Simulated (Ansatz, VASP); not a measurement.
Two plane-wave programs on TaAs

```
CELL_PARAMETERS angstrom
0.00000 2.60345 2.60345
2.60345 0.00000 2.60345
2.60345 2.60345 0.00000
ATOMIC_POSITIONS crystal
Ta 0.50000 0.50000 0.50000
As 0.00000 0.00000 0.00000
```

Alike in both runs: functional PBEsol; k mesh 8 × 8 × 8; occupations gaussian, width 0.1 eV; no spin polarisation.

Ansatz relaxed the structure, and its values are those at the end. VASP's run is a single point on that final structure, the one shown.

```csv
,VASP,Ansatz
version,VASP 6.6.1,Ansatz 0.2.0
potentials or method,"VASP PAW PBE potentials, release 64 (Ta_pv, As), cutoff 520 eV","scalar-relativistic, plane waves, PAW"
valence electrons in the cell,16,28
```

```csv
,VASP,Ansatz,Ansatz less VASP
gap on the k mesh at the Fermi level (eV),none,none,-
pressure (GPa),0.7,0.0,-0.66
```

VASP's potentials were made for PBE, not for PBEsol. A gap of «none» marks a metal or a gap that the smearing closes. VASP's potentials hold 16 valence electrons a cell and Ansatz's 28, so a difference there can come from the potentials and not from the codes.

Neither program's run includes spin-orbit coupling.
